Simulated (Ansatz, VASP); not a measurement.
## KTaO3 in VASP and in Ansatz

POSCAR

```
KTaO3
1.0
    4.3372762500      0.0000000000      0.0000000000
    0.0000000000      3.9883000000      0.0000000000
    0.0000000000      0.0000000000      3.9883000000
K Ta O
1 1 3
Direct
    0.5000000000      0.5000000000      0.5000000000
    0.0000000000      0.0000000000      0.0000000000
    0.5000000000      0.0000000000      0.0000000000
    0.0000000000      0.5000000000      0.0000000000
    0.0000000000      0.0000000000      0.5000000000
```

The input INCAR.step1:

```
SYSTEM = KTaO3
ALGO = Normal
EDIFF = 1E-4
ENCUT = 520
GGA = PE
ISMEAR = 0
LASPH = .TRUE.
LCHARG = .FALSE.
LREAL = .FALSE.
LWAVE = .TRUE.
NBANDS = 27
NELM = 80
PREC = Accurate
SIGMA = 0.05
```

Contents of INCAR.step2:

```
SYSTEM = KTaO3
ALGO = Normal
EDIFF = 1E-7
ENCUT = 520
ISIF = 2
ISMEAR = 0
ISTART = 1
LASPH = .TRUE.
LCHARG = .FALSE.
LMIXTAU = .TRUE.
LREAL = .FALSE.
LWAVE = .FALSE.
METAGGA = R2SCAN
NBANDS = 27
NELM = 80
PREC = Accurate
SIGMA = 0.05
```

KPOINTS

```
k-points
0
G
  6 6 6
  0 0 0
```

Input for Ansatz:

```yaml
crystal:
  lattice:
    - [4.33727625, 0.0, 0.0]
    - [0.0, 3.9883, 0.0]
    - [0.0, 0.0, 3.9883]
  atoms:
    - { symbol: K, position: [0.5, 0.5, 0.5] }
    - { symbol: Ta, position: [0.0, 0.0, 0.0] }
    - { symbol: O, position: [0.5, 0.0, 0.0] }
    - { symbol: O, position: [0.0, 0.5, 0.0] }
    - { symbol: O, position: [0.0, 0.0, 0.5] }
basis:
  ecutwfc: 500
kpoints:
  mp_grid: { grid: [6, 6, 6] }
hamiltonian:
  xc: r2scan
scf:
  occupations: { method: gaussian, width: 0.05 }
output:
  forces: true
  stress: true
  eigenvalues: true
```

Change from the starting cell: strain +0.0875 x Voigt [1, 0, 0, 0, 0, 0], atoms carried along.

Alike in both runs: task single point; functional r2SCAN; k mesh 6 × 6 × 6; occupations gaussian, width 0.05 eV; no spin polarisation.

|  | VASP | Ansatz |
| --- | --- | --- |
| version | VASP 6.6.1 | Ansatz 0.2.0 |
| potentials or method | VASP PAW PBE potentials, release 64 (K_sv, Ta_pv, O), cutoff 520 eV | scalar-relativistic, plane waves, PAW |
| valence electrons in the cell | 38 | 40 |

Ansatz gave:

```
gap on the k mesh at the Fermi level (eV)                     : 2.27
least direct gap on the mesh (eV)                             : 2.75
pressure (GPa)                                                : -12.3
traceless stress, the component that is largest in VASP (GPa) : -13.34
```

Q: Estimate VASP's values.

A: gap on the k mesh at the Fermi level (eV): 2.25; least direct gap on the mesh (eV): 2.73; pressure (GPa): -11.6; traceless stress, the component that is largest in VASP (GPa): -13.51.

VASP's potentials were made for PBE, not for r2SCAN. The functional is the same, so the differences come from potentials, cutoffs and numerics. VASP's potentials hold 38 valence electrons a cell and Ansatz's 40, so a difference there can come from the potentials and not from the codes.

Spin-orbit coupling is off throughout.
